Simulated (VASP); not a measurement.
Input of a VASP 6.6.1 run:

The input INCAR:

```
SYSTEM = CoSi2
PREC = Accurate
ENCUT = 520
EDIFF = 1E-6
ISMEAR = 0
SIGMA = 0.15
LREAL = .False.
LASPH = .True.
NELM = 150
ALGO = Normal
ISIF = 2
LWAVE = .False.
LCHARG = .True.
ISPIN = 2
MAGMOM = 2.2 0 0
LORBIT = 11
NUPDOWN = 2.2
LMAXMIX = 4
GGA = PE
LELF = .True.
LVHAR = .True.
NBANDS = 20
```

Contents of KPOINTS:

```
regular mesh
0
Gamma
  14 14 14
  0 0 0
```

The input POSCAR:

```
CoSi2
1.0
    0.0000000000      2.7154125383      2.7154125383
    2.7154125383      0.0000000000      2.7154125383
    2.7154125383      2.7154125383      0.0000000000
Co Si
1 2
Direct
    0.0000000000      0.0000000000      0.0000000000
    0.2500000000      0.2500000000      0.2500000000
    0.7500000000      0.7500000000      0.7500000000
```

Potentials or basis: VASP PAW PBE potentials, release 64 (Co, Si).

Run with:

```console
$ cat potpaw_PBE.64/Co/POTCAR potpaw_PBE.64/Si/POTCAR > POTCAR
$ mpirun -np 1 vasp_std > vasp.out
```

Question: Predict the pressure.

Answer: 9.0 GPa.

Caveat: the cell stands under pressure; the total moment is fixed, so each spin has its own Fermi level.
